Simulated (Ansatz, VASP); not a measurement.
## Bi2Se3: VASP beside Ansatz

Contents of INCAR:

```
  PREC = Accurate
  ENCUT = 520
  EDIFF = 1E-6
  ISMEAR = -1
  SIGMA = 0.03
  LREAL = F
  LASPH = T
  NELM = 100
  ALGO = Normal
  ISIF = 2
  LWAVE = F
  LCHARG = F
  GGA = PS
  NBANDS = 32
```

File KPOINTS:

```
regular mesh
0
Gamma
  6 6 6
```

File POSCAR:

```
Bi2Se3
1.0
    2.1121272447      1.2194372332      9.7325408622
   -2.1121272447      1.2194372332      9.7325408622
    0.0000000000     -2.4388744666      9.7325408622
Bi Se
2 3
Direct
    0.4008000000      0.4008000000      0.4008000000
    0.5992000000      0.5992000000      0.5992000000
    0.0000000000      0.0000000000      0.0000000000
    0.2117000000      0.2117000000      0.2117000000
    0.7883000000      0.7883000000      0.7883000000
```

Input for Ansatz:

```yaml
crystal:
  lattice:
    - [2.1121272447, 1.2194372332, 9.7325408622]
    - [-2.1121272447, 1.2194372332, 9.7325408622]
    - [0.0, -2.4388744666, 9.7325408622]
  atoms:
    - { symbol: Bi, position: [0.4008, 0.4008, 0.4008] }
    - { symbol: Bi, position: [0.5992, 0.5992, 0.5992] }
    - { symbol: Se, position: [0.0, 0.0, 0.0] }
    - { symbol: Se, position: [0.2117, 0.2117, 0.2117] }
    - { symbol: Se, position: [0.7883, 0.7883, 0.7883] }
kpoints:
  mp_grid: { grid: [6, 6, 6] }
  band_path:
    path:
      - [0.0, 0.0, 0.0]
      - [0.5, 0.5, 0.5]
      - [0.8228674673, 0.1771325327, 0.5]
      - [0.5, -0.1771325327, 0.1771325327]
      - [0.5, 0.0, 0.0]
      - [0.0, 0.0, 0.0]
      - [0.3385662664, -0.3385662664, 0.0]
      - [0.6614337336, 0.0, 0.3385662664]
      - [0.5, 0.0, 0.5]
    npoints: 5
scf:
  occupations: { method: fermi_dirac, width: 0.03 }
hamiltonian:
  xc: pbesol
  pseudopotentials: { kind: all_electron, lapw: { basis_error: 0.0005 } }
output:
  forces: true
  stress: true
  eigenvalues: true
```

Change from the starting cell: volume scaled by 1.06.

Alike in both runs: task single point; functional PBEsol; k mesh 6 × 6 × 6; occupations fermi-dirac, width 0.03 eV; no spin polarisation.

```csv
,VASP,Ansatz
version,VASP 6.6.1,Ansatz 0.2.0
potentials or method,"VASP PAW PBE potentials, release 64 (Bi_d, Se), cutoff 520 eV","all-electron LAPW, scalar-relativistic"
```

|  | VASP | Ansatz | Ansatz less VASP |
| --- | --- | --- | --- |
| pressure (GPa) | -3.5 | -3.5 | -0.02 |
| traceless stress, the component that is largest in VASP (GPa) | 0.08 | 0.07 | -0.002 |
| rms of the force components (eV/Å) | 0.119 | 0.123 | +0.0046 |

VASP's potentials were made for PBE, not for PBEsol. Atom by atom the forces differ by 0.006 eV/Å (rms over components). Ansatz ran all-electron here, and VASP with PAW potentials.

Spin-orbit coupling is off throughout.
